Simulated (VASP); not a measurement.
Here is a VASP 6.6.1 calculation.

Contents of INCAR:

```
ALGO = Normal ; EDIFF = 1E-6
ENCUT = 520 ; GGA = PE
ISIF = 2 ; ISMEAR = -1
ISYM = 0 ; LASPH = True
LCHARG = False ; LREAL = Auto
LWAVE = False ; NBANDS = 68
NELM = 100 ; PREC = Accurate
SIGMA = 0.1241
```

File KPOINTS:

```
Automatic mesh
0
Gamma
  1 1 1
  0.25 0.25 0.25
```

Contents of POSCAR:

```
AlO2
1.0
    6.4996670000      0.1708480000     -0.1040210000
    0.1708480000      6.4981630000      0.0496030000
   -0.1040210000      0.0496030000      6.1066860000
Al O
7 14
Direct
    0.7008613981      0.3019716224      0.6642019264
    0.0633022770      0.1795197233      0.2509426634
    0.5214254578      0.7419007449      0.7750848324
    0.4728338178      0.9302103467      0.3489674142
    0.1901125848      1.0219475757      0.7744031764
    0.6455121628      0.4465698034      0.1595702839
    0.1191458345      0.4741319595      0.8948937773
    0.5965039272      0.4438285312      0.8709021077
    0.2546656991      0.7186810470      0.7931231186
    0.6354573332      0.1691179889      0.2239406362
    0.9175972796      0.0375897505      0.8151324339
    0.9905835720      0.9670082950      0.0347409350
   -0.0247312467      0.3715392491      0.6460029171
   -0.0349152612      0.4340466155      0.1419177383
    0.6117014972      0.6695663591      0.5066968076
    0.5172445725      0.4698569957      0.4435508852
    0.2179902030      1.0291942066      0.4391084524
    0.5434838649      1.0374957756      0.6959096689
    0.2346420899      0.2118358713      0.9662489622
    0.7976537133      0.1531453708      0.3905182397
    0.5788817885      0.7503908411      0.1321332431
```

Potentials or basis: VASP PAW PBE potentials, release 64 (Al, O).

Command:

```console
$ cat potpaw_PBE.64/Al/POTCAR potpaw_PBE.64/O/POTCAR > POTCAR
$ mpirun -np 1 vasp_std > vasp.out
```

Estimate the band gap on the k mesh.

zero (an odd number of electrons rules out a gap without spin polarisation).

Estimate the pressure.

-8.9 GPa.

Stress tensor (GPa, compression positive):
```
 -3.61  -2.08   5.09
 -2.08 -15.02   1.70
  5.09   1.70  -8.18
```

Caveat: the k points lie up to 1.03 Å⁻¹ apart, too coarse for converged energies and pressures of a metal; the atoms stand as in a frame of molecular dynamics; an odd number of electrons without spin polarisation forces a metal; a magnetic or distorted state may lie lower.
